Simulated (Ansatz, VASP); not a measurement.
**InSb: VASP beside Ansatz**

```
In Sb
1.0
     3.00828    0.00000    0.00000
     0.00000    3.00828    0.00000
     0.00000    0.00000    6.03251
In Sb
1 1
Direct
  0.00000 0.00000 0.00000
  0.00000 0.00000 0.50000
```

Alike in both runs: functional LDA; k mesh 14 × 14 × 8; occupations gaussian, width 0.1 eV; no spin polarisation.

Ansatz relaxed the structure, and its values are those at the end. VASP's run is a single point on that final structure, the one shown.

```csv
,VASP,Ansatz
version,VASP 6.6.1,Ansatz 0.2.0
potentials or method,"VASP PAW LDA potentials, release 64 (In_d, Sb), cutoff 520 eV","scalar-relativistic, plane waves, PAW"
valence electrons in the cell,18,28
```

|  | VASP | Ansatz | Ansatz less VASP |
| --- | --- | --- | --- |
| gap on the k mesh at the Fermi level (eV) | none | none | - |
| pressure (GPa) | 0.1 | 0.0 | -0.08 |

Ansatz warns that its potentials were made for another functional, while VASP's fit it. LDA's correlation is that of Perdew and Zunger in VASP and of Perdew and Wang (1992) in Ansatz. A gap of «none» marks a metal or a gap that the smearing closes. VASP's potentials hold 18 valence electrons a cell and Ansatz's 28, so a difference there can come from the potentials and not from the codes.

Neither program's run includes spin-orbit coupling.
